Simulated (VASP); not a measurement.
# WC (Cmmm) in VASP: a series of runs, part 2 of 2

VASP 6.6.1. The steps go on from the part before.

## (4) Single point, revPBE+D4

This run uses another cell than the first one, of 11.30 Å³/atom, 1.002 times its volume.

INCAR

```
  PREC = Accurate
  ENCUT = 520
  EDIFF = 1E-7
  ISMEAR = -1
  SIGMA = 0.05
  LREAL = F
  LASPH = T
  NELM = 80
  ALGO = Normal
  ISIF = 2
  LWAVE = F
  LCHARG = F
  GGA = RE
  IVDW = 13
  NBANDS = 16
```

KPOINTS

```
regular mesh
0
Gamma
  10 10 6
```

POSCAR

```
WC
1.0
    1.4713600828     -2.5537163239      0.0000000000
    1.4713600828      2.5537163239      0.0000000000
    0.0000000000      0.0000000000      3.0061439816
W C
1 1
Direct
    0.5000000000      0.5000000000      0.5000000000
    0.0000000000      0.0000000000      0.0000000000
```

Potentials or basis: VASP PAW PBE potentials, release 64 (W_sv, C).

The run is started by

```
cat potpaw_PBE.64/W_sv/POTCAR potpaw_PBE.64/C/POTCAR > POTCAR
mpirun -np 1 vasp_std > vasp.out
```

OUTCAR:

```text
PREC = Accurate
   ENCUT = 520
   EDIFF = 1E-7
   ISMEAR = -1
   LREAL = F
   LASPH = T
   NELM = 80
   ISIF = 2
   GGA = RE
   IVDW = 13

 ion  position               nearest neighbor table
   1  0.500  0.500  0.500-   2 2.10   2 2.10   2 2.10   2 2.10
   2  0.000  0.000  0.000-   1 2.10   1 2.10   1 2.10   1 2.10

  LATTYP: Found a base centered orthorhombic cell.
 ALAT       =     2.9427201656
 B/A-ratio  =     1.7356161512
 C/A-ratio  =     1.0215527853

  Lattice vectors:

 A1 = (   1.4713600828,  -2.5537163239,   0.0000000000)
 A2 = (   1.4713600828,   2.5537163239,   0.0000000000)
 A3 = (   0.0000000000,   0.0000000000,   3.0061439816)

Analysis of symmetry for initial positions (statically):
=====================================================================
 Subroutine PRICEL returns:
 Original cell was already a primitive cell.

 Routine SETGRP: Setting up the symmetry group for a
 base centered orthorhombic supercell.

 Subroutine GETGRP returns: Found  8 space group operations
 (whereof  8 operations were pure point group operations)
 out of a pool of  8 trial point group operations.

The static configuration has the point symmetry D_2h.

Analysis of symmetry for dynamics (positions and initial velocities):
=====================================================================
 Subroutine PRICEL returns:
 Original cell was already a primitive cell.

 Routine SETGRP: Setting up the symmetry group for a
 base centered orthorhombic supercell.

 Subroutine GETGRP returns: Found  8 space group operations
 (whereof  8 operations were pure point group operations)
 out of a pool of  8 trial point group operations.

The dynamic configuration has the point symmetry D_2h.

 Subroutine INISYM returns: Found  8 space group operations
 (whereof  8 operations are pure point group operations),
 and found     1 'primitive' translations

----------------------------------------------------------------------------------------

[... 111 lines left out ...]
     AMIX     =   0.40;   BMIX     =  1.00
     AMIX_MAG =   1.60;   BMIX_MAG =  1.00
  volume/ion in A,a.u.               =      11.30        76.23
  Fermi-wavevector in a.u.,A,eV,Ry     =   1.517709  2.868054 31.340216  2.303441
  Thomas-Fermi vector in A             =   2.626928
   LORBIT       =      0    0 simple, 1 ext, 2 COOP (PROOUT), +10 PAW based schemes
   GGA     = RE    functional components
   LHFCALC =     F    Hartree Fock is set to
   AEXX    =    0.0000 exact exchange contribution
   IVDW    =    13    specifies the selected vdW correction
   LEPSILON=     F    determine dielectric tensor
   LRPA    =     F    only Hartree local field effects (RPA)
 non-spin polarized calculation
  energy-cutoff  :      520.00
  volume of cell :       22.59
 maximum number of plane-waves:       635
 NGX is ok and might be reduce to    24
   NGX = 11   NGY = 11   NGZ = 11

 number of electron      18.0000002 magnetization

 Free energy of the ion-electron system (eV)
  ---------------------------------------------------
  ext. energy  EPLUGINS =         0.00000000
  ---------------------------------------------------
  free energy    TOTEN  =       -19.79918931 eV

  energy without entropy =      -19.78962534  energy(sigma->0) =      -19.79440732

 E-fermi :  10.7224     XC(G=0): -13.2464

 val. band max:       10.7100982936   @ k =  -0.4000   0.3000   0.0000
 cond. band min:      10.7360065144   @ k =  -0.3000   0.3000   0.1667
 fundamental gap:      0.0259082209
 Fermi energy:        10.7223701791

 k-point     1 :       0.0000    0.0000    0.0000
  band No.  band energies     occupation
      1     -63.8494      2.00000
      2     -28.0381      2.00000
      3     -27.8706      2.00000
      4     -27.6495      2.00000
      5      -4.0754      2.00000
      6       5.8469      2.00000
[... 433 lines left out ...]
      3     -28.1128      2.00000
      4     -27.9279      2.00000
      5      -0.4288      2.00000
      6       4.0863      2.00000
[... 8 lines left out ...]
     15      22.9686      0.00000
     16      25.2312      0.00000

 [... further k-points ...]

------------------------ aborting loop because EDIFF is reached ----------------------------------------

  DFT-D4 for vdW energy calculation

  Edisp (eV):   -1.50517

  FORCE on cell =-STRESS in cart. coord.  units (eV):
  Direction    XX          YY          ZZ          XY          YZ          ZX
  --------------------------------------------------------------------------------------
  -------------------------------------------------------------------------------------
  Total       0.11914     0.05817     0.11301     0.00000     0.00000     0.00000
  in kB       8.44990     4.12580     8.01509     0.00000     0.00000     0.00000
  external pressure =        6.86 kB  Pullay stress =        0.00 kB

 VOLUME and BASIS-vectors are now :
 -----------------------------------------------------------------------------
  energy-cutoff  :      520.00
  volume of cell :       22.59
      direct lattice vectors                 reciprocal lattice vectors
     1.471360083 -2.553716324  0.000000000     0.339821642 -0.195793086  0.000000000
     1.471360083  2.553716324  0.000000000     0.339821642  0.195793086  0.000000000
     0.000000000  0.000000000  3.006143982     0.000000000  0.000000000  0.332652064

 POSITION                                       TOTAL-FORCE (eV/Angst)
 -----------------------------------------------------------------------------------
      1.47136      0.00000      1.50307         0.000000     -0.000000      0.000000
      0.00000      0.00000      0.00000        -0.000000      0.000000      0.000000
 -----------------------------------------------------------------------------------
    total drift:                                0.000000     -0.000000     -0.000000

  FREE ENERGIE OF THE ION-ELECTRON SYSTEM (eV)
  ---------------------------------------------------
  free  energy   TOTEN  =       -21.3043543276 eV

  energy  without entropy=      -21.2947903590  energy(sigma->0) =      -21.29957234
```

Wall time 13 s (1 thread of Intel Xeon 6975P-C (Granite Rapids), shared host); peak memory 0.17 GiB.

Results:

| Item | Value |
| --- | --- |
| Free energy | -21.3044 eV |
| Pressure | 0.7 GPa |
| Band gap on the k mesh | zero (band 9 reaches 13.18 eV, above the bottom of band 10 at 9.86 eV) |
| Dispersion energy per atom | -0.753 eV |

Levels at points of the mesh, in eV from the Fermi level:
| k point | band 6 | band 7 | band 8 | band 9 | band 10 | band 11 | band 12 | band 13 |
| --- | --- | --- | --- | --- | --- | --- | --- | --- |
| (0.00, 0.00, 0.00) | -4.88 | -2.31 | -1.33 | -1.29 | 0.07 | 0.45 | 1.39 | 2.60 |
| (0.50, 0.00, 0.00) | -8.54 | -5.99 | -5.98 | 1.45 | 2.82 | 3.34 | 5.21 | 5.67 |
| (0.50, 0.50, 0.00) | -5.77 | -4.14 | -1.09 | -0.95 | -0.47 | 0.70 | 3.46 | 4.44 |
| (0.00, 0.00, 0.50) | -9.05 | -4.96 | -2.24 | -0.82 | -0.77 | 2.54 | 3.26 | 8.97 |
| (0.50, 0.00, 0.50) | -4.37 | -4.01 | -3.28 | -1.37 | -0.28 | 3.44 | 3.78 | 7.35 |
| (0.50, 0.50, 0.50) | -8.12 | -7.77 | -5.92 | 2.46 | 2.85 | 3.70 | 5.62 | 5.99 |

Caveat: the PAW data sets were made with another functional, which shifts forces and pressure a little; spin-orbit coupling is left out, which moves the levels of the heavy elements; pairwise dispersion overbinds metals, which lowers pressure and volume.

## (5) Relaxation of cell and atoms, RPBE+D4

This run uses another cell than the first one, of 14.97 Å³/atom, 1.329 times its volume.

INCAR

```
PREC = Accurate
ENCUT = 600
EDIFF = 1E-7
ISMEAR = -1
SIGMA = 0.05
LREAL = F
LASPH = T
NELM = 60
ALGO = Normal
ISIF = 3
LWAVE = F
LCHARG = F
GGA = RP
IVDW = 13
IBRION = 2
NSW = 60
EDIFFG = -0.01
```

KPOINTS is that of step 4.

POSCAR

```
WC
1.0
    1.6403461100     -2.1180379000      0.0000000000
    1.6403461100      2.1180379000      0.0000000000
    0.0000000000      0.0000000000      4.3094211000
W C
1 1
Direct
    0.5000000000      0.5000000000      0.5000000000
    0.0000000000      0.0000000000      0.0000000000
```

The run is started by

```
cat potpaw_PBE.64/W_sv/POTCAR potpaw_PBE.64/C/POTCAR > POTCAR
mpirun -np 1 vasp_std > vasp.out
```

It took 3.6 min on 1 thread of Intel Xeon 6975P-C (Granite Rapids), shared host; peak memory 0.23 GiB.

Results (log left out):

```
Free energy                            : -21.3607 eV
Relaxed volume                         : 11.29 Å³/atom
Relaxed cell                           : a = 2.942 Å, b = 2.942 Å, c = 3.009 Å, α = 90.00°, β = 90.00°, γ = 119.93°
Space group after relaxing (to 0.05 Å) : Cmmm (No. 65)
Energy gained by relaxing              : 1988.8 meV/atom
Ionic steps                            : 19
Pressure after relaxing                : 0.0 GPa
Band gap on the k mesh                 : zero (band 9 reaches 13.23 eV, above the bottom of band 10 at 9.89 eV)
Dispersion energy per atom             : -0.871 eV
```

Step by step:
| step | energy change (eV) | largest force (eV/Å) | pressure (GPa) | volume (Å³) |
| --- | --- | --- | --- | --- |
| 1 | 0.0000 | 0.0000 | -34.69 | 29.94 |
| 2 | -2.0647 | 0.0000 | 106.29 | 17.61 |
| 3 | -2.5373 | 0.0000 | 27.49 | 20.22 |
| 4 | -2.7338 | 0.0000 | 110.56 | 18.10 |
| 5 | -3.3040 | 0.0000 | 56.62 | 19.13 |
| 6 | -3.8398 | 0.0000 | -19.44 | 23.62 |
| 7 | -3.9235 | 0.0000 | -4.22 | 22.22 |
| 8 | -3.9596 | 0.0000 | 1.24 | 22.16 |
| 9 | -3.9618 | 0.0000 | 2.89 | 22.15 |
| 10 | -3.9578 | 0.0000 | 6.52 | 22.11 |
| 11 | -3.9623 | 0.0000 | 3.64 | 22.14 |
| 12 | -3.9749 | 0.0000 | 0.59 | 22.53 |
| 13 | -3.9756 | 0.0000 | -0.16 | 22.63 |
| 14 | -3.9756 | 0.0000 | -0.28 | 22.65 |
| 15 | -3.9774 | 0.0000 | -0.21 | 22.61 |
| 16 | -3.9776 | 0.0000 | -0.16 | 22.59 |
| 17 | -3.9776 | 0.0000 | -0.16 | 22.59 |
| 18 | -3.9776 | 0.0000 | 0.22 | 22.56 |
| 19 | -3.9776 | 0.0000 | 0.04 | 22.58 |

Final structure:
```
W C
1.0
     1.47271   -2.54698    0.00000
     1.47271    2.54698    0.00000
     0.00000    0.00000    3.00925
W C
1 1
Direct
  0.50000 0.50000 0.50000
  0.00000 0.00000 0.00000
```

Levels at points of the mesh, in eV from the Fermi level:
| k point | band 6 | band 7 | band 8 | band 9 | band 10 | band 11 | band 12 | band 13 |
| --- | --- | --- | --- | --- | --- | --- | --- | --- |
| (0.00, 0.00, 0.00) | -4.88 | -2.27 | -1.37 | -1.31 | 0.07 | 0.47 | 1.39 | 2.61 |
| (0.50, 0.00, 0.00) | -8.55 | -5.99 | -5.97 | 1.45 | 2.83 | 3.33 | 5.23 | 5.69 |
| (0.50, 0.50, 0.00) | -5.78 | -4.14 | -1.11 | -0.97 | -0.47 | 0.68 | 3.48 | 4.44 |
| (0.00, 0.00, 0.50) | -9.06 | -4.94 | -2.21 | -0.80 | -0.76 | 2.52 | 3.23 | 9.00 |
| (0.50, 0.00, 0.50) | -4.39 | -4.03 | -3.29 | -1.35 | -0.26 | 3.46 | 3.76 | 7.31 |
| (0.50, 0.50, 0.50) | -8.12 | -7.78 | -5.92 | 2.47 | 2.85 | 3.72 | 5.62 | 6.02 |

Caveat: the volume moved by over 15 % at a fixed basis, so the end points are rough; the PAW data sets were made with another functional, which shifts forces and pressure a little; spin-orbit coupling is left out, which moves the levels of the heavy elements; pairwise dispersion overbinds metals, which lowers pressure and volume.

## (6) Relaxation of cell and atoms, revPBE+D3(BJ)

This run uses another cell than the first one, of 14.97 Å³/atom, 1.329 times its volume.

INCAR

```
PREC = Accurate
ENCUT = 600
EDIFF = 1E-7
ISMEAR = -1
SIGMA = 0.05
LREAL = False
LASPH = True
NELM = 80
ALGO = Normal
ISIF = 3
LWAVE = False
LCHARG = False
GGA = RE
IVDW = 12
IBRION = 2
NSW = 60
EDIFFG = -0.01
```

KPOINTS

```
Automatic mesh
0
Gamma
  10 10 6
```

POSCAR is that of step 5.

Potentials or basis: VASP PAW PBE potentials, release 64 (W_sv, C).

The run is started by

```
cat potpaw_PBE.64/W_sv/POTCAR potpaw_PBE.64/C/POTCAR > POTCAR
mpirun -np 1 vasp_std > vasp.out
```

OUTCAR:

```text
PREC = Accurate
   ENCUT = 600
   EDIFF = 1E-7
   ISMEAR = -1
   LREAL = False
   LASPH = True
   NELM = 80
   ISIF = 3
   GGA = RE
   IVDW = 12
   IBRION = 2
   NSW = 60
   EDIFFG = -0.01
 IVDW          = 12

 ion  position               nearest neighbor table
   1  0.500  0.500  0.500-   2 2.71   2 2.71   2 2.71   2 2.71
   2  0.000  0.000  0.000-   1 2.71   1 2.71   1 2.71   1 2.71

  LATTYP: Found a base centered orthorhombic cell.
 ALAT       =     3.2806922200
 B/A-ratio  =     1.2912140231
 C/A-ratio  =     1.3135706769

  Lattice vectors:

 A1 = (   1.6403461100,  -2.1180379000,   0.0000000000)
 A2 = (   1.6403461100,   2.1180379000,   0.0000000000)
 A3 = (   0.0000000000,   0.0000000000,   4.3094211000)

Analysis of symmetry for initial positions (statically):
=====================================================================
 Subroutine PRICEL returns:
 Original cell was already a primitive cell.

 Routine SETGRP: Setting up the symmetry group for a
 base centered orthorhombic supercell.

 Subroutine GETGRP returns: Found  8 space group operations
 (whereof  8 operations were pure point group operations)
 out of a pool of  8 trial point group operations.

The static configuration has the point symmetry D_2h.

Analysis of symmetry for dynamics (positions and initial velocities):
[... 170 lines left out ...]
  band No.  band energies     occupation
      1     -67.6614      2.00000
      2     -31.9683      2.00000
      3     -31.3105      2.00000
      4     -31.0465      2.00000
      5      -5.1674      2.00000
      6       1.5649      2.00000
      7       3.7539      2.00000
      8       3.9480      2.00000
      9       8.9898      0.00000
     10       9.2371      0.00000
     11       9.2727      0.00000
     12       9.8298      0.00000
     13       9.8887      0.00000
[... 481 lines left out ...]
  FREE ENERGIE OF THE ION-ELECTRON SYSTEM (eV)
  ---------------------------------------------------
  free  energy   TOTEN  =       -19.9018410726 eV

  energy  without entropy=      -19.8904158975  energy(sigma->0) =      -19.89612849

[... ionic steps 4 to 16 ...]

--------------------------------------- Ionic step       17  -------------------------------------------

 number of electron      18.0000002 magnetization

------------------------ aborting loop because EDIFF is reached ----------------------------------------
[... 75 lines left out ...]
--------------------------------------- Ionic step       19  -------------------------------------------

 number of electron      18.0000002 magnetization

 Free energy of the ion-electron system (eV)
  ---------------------------------------------------
  ext. energy  EPLUGINS =         0.00000000
  ---------------------------------------------------
  free energy    TOTEN  =       -19.79795969 eV

  energy without entropy =      -19.78874201  energy(sigma->0) =      -19.79335085

 E-fermi :  10.7788     XC(G=0): -13.2699

 val. band max:       10.7576790742   @ k =  -0.4000   0.3000   0.0000
 cond. band min:      10.7844412729   @ k =   0.3000   0.1000   0.0000
 fundamental gap:      0.0267621987
 Fermi energy:        10.7788052172

 k-point     1 :       0.0000    0.0000    0.0000
  band No.  band energies     occupation
      1     -63.7913      2.00000
      2     -27.9823      2.00000
      3     -27.8124      2.00000
      4     -27.5818      2.00000
      5      -4.0456      2.00000
      6       5.8847      2.00000
      7       8.5127      2.00000
      8       9.3894      2.00000
      9       9.4740      2.00000
     10      10.8488      0.39536
     11      11.2507      0.00016
     12      12.1742      0.00000
     13      13.4092      0.00000
[... 401 lines left out ...]
  FREE ENERGIE OF THE ION-ELECTRON SYSTEM (eV)
  ---------------------------------------------------
  free  energy   TOTEN  =       -21.3870116790 eV

  energy  without entropy=      -21.3777940010  energy(sigma->0) =      -21.38240284

 reached required accuracy - stopping structural energy minimisation
```

OSZICAR:

```text
N       E                     dE             d eps       ncg     rms          rms(c)
DAV:   1     0.137730897344E+03    0.13773E+03   -0.12097E+04  3232   0.163E+03
DAV:   2    -0.131283913584E+02   -0.15086E+03   -0.14733E+03  3809   0.388E+02
DAV:   3    -0.174544359570E+02   -0.43260E+01   -0.42242E+01  4061   0.618E+01
[... 194 lines left out ...]
DAV:   3    -0.197979619208E+02    0.13964E-04   -0.42039E-05  3434   0.422E-02    0.144E-02
DAV:   4    -0.197979591057E+02    0.28151E-05   -0.10328E-05  3489   0.369E-02    0.899E-03
DAV:   5    -0.197979596004E+02   -0.49472E-06   -0.39656E-07  3429   0.707E-03    0.182E-03
DAV:   6    -0.197979597023E+02   -0.10184E-06   -0.93618E-08  1752   0.265E-03    0.258E-04
DAV:   7    -0.197979596874E+02    0.14816E-07   -0.15046E-08  1632   0.126E-03
  19 F= -.21387012E+02 E0= -.21382403E+02  d E =-.743982E-05
```

Run time: 3.5 min. Hardware: 1 thread of Intel Xeon 6975P-C (Granite Rapids), shared host; peak memory 0.23 GiB.

Results:

```yaml
Free_energy: -21.3870 eV
Relaxed_volume: 11.25 Å³/atom
Relaxed_cell: a = 2.938 Å, b = 2.938 Å, c = 3.006 Å, α = 90.00°, β = 90.00°, γ = 119.84°
Space_group_after_relaxing_to_0.05_Å: Cmmm (No. 65)
Energy_gained_by_relaxing: 1997.8 meV/atom
Ionic_steps: 19
Pressure_after_relaxing: 0.0 GPa
Band_gap_on_the_k_mesh: zero (band 9 reaches 13.27 eV, above the bottom of band 10 at 9.90 eV)
Dispersion_energy_per_atom: -0.795 eV
```

Step by step:
```csv
step,energy change (eV),largest force (eV/Å),pressure (GPa),volume (Å³)
1,0.0000,0.0000,-36.34,29.94
2,-1.8032,0.0000,125.90,17.13
3,-2.5104,0.0000,25.01,20.29
4,-2.5760,0.0000,119.74,17.94
5,-3.3507,0.0000,54.02,19.16
6,-3.8000,0.0000,-23.66,23.95
7,-3.9360,0.0000,-5.08,22.17
8,-3.9783,0.0000,1.70,22.09
9,-3.9788,0.0000,2.56,22.08
10,-3.9782,0.0000,4.32,22.06
11,-3.9789,0.0000,3.03,22.08
12,-3.9923,0.0000,0.66,22.41
13,-3.9939,0.0000,-0.16,22.54
14,-3.9941,0.0000,-0.42,22.58
15,-3.9954,0.0000,0.04,22.52
16,-3.9955,0.0000,0.21,22.50
17,-3.9955,0.0000,0.19,22.50
18,-3.9955,0.0000,-0.25,22.52
19,-3.9955,0.0000,0.01,22.51
```

Final structure:
```cif
data_structure
_symmetry_space_group_name_H-M 'P 1'
_symmetry_Int_Tables_number 1
_cell_length_a 2.9381
_cell_length_b 2.9381
_cell_length_c 3.0059
_cell_angle_alpha 90.000
_cell_angle_beta 90.000
_cell_angle_gamma 119.843
_cell_volume 22.51
loop_
_atom_site_label
_atom_site_type_symbol
_atom_site_fract_x
_atom_site_fract_y
_atom_site_fract_z
_atom_site_occupancy
W1 W 0.50000 0.50000 0.50000 1
C1 C 0.00000 0.00000 0.00000 1
```

Caveat: the volume moved by over 15 % at a fixed basis, so the end points are rough; the PAW data sets were made with another functional, which shifts forces and pressure a little; spin-orbit coupling is left out, which moves the levels of the heavy elements; pairwise dispersion overbinds metals, which lowers pressure and volume.

## (7) The runs side by side

```tsv
task	level	cell	cutoff (eV)	gap on the mesh (eV)	pressure (GPa)	relaxed volume (Å³/atom)
single point	RPBE+D4	a = 2.941, b = 2.941, c = 3.007 Å, angles 90.0, 90.0, 119.9°, 2 atoms	520	none	0.7	-
single point	revPBE+D3(BJ)	a = 2.937, b = 2.937, c = 3.004 Å, angles 90.0, 90.0, 119.9°, 2 atoms	520	none	0.7	-
single point	revPBE+D4	a = 2.947, b = 2.947, c = 3.006 Å, angles 90.0, 90.0, 120.1°, 2 atoms	520	none	0.7	-
relaxation of cell and atoms	RPBE+D4	relaxed from a = 2.679, b = 2.679, c = 4.309 Å, angles 90.0, 90.0, 104.5°, 2 atoms	600	none	0.0	11.29
relaxation of cell and atoms	revPBE+D3(BJ)	relaxed from a = 2.679, b = 2.679, c = 4.309 Å, angles 90.0, 90.0, 104.5°, 2 atoms	600	none	0.0	11.25
```

Alike in all rows: potentials or basis VASP PAW PBE potentials, release 64 (W_sv, C); no spin polarisation; k mesh 10 × 10 × 6; smearing fermi-dirac 0.05 eV.

Caveats: the PAW data sets were made with another functional, which shifts forces and pressure a little; spin-orbit coupling is left out, which moves the levels of the heavy elements; pairwise dispersion overbinds metals, which lowers pressure and volume; the volume moved by over 15 % at a fixed basis, so the end points are rough (some runs).

Absolute energies hang on the potentials; compare differences alone.
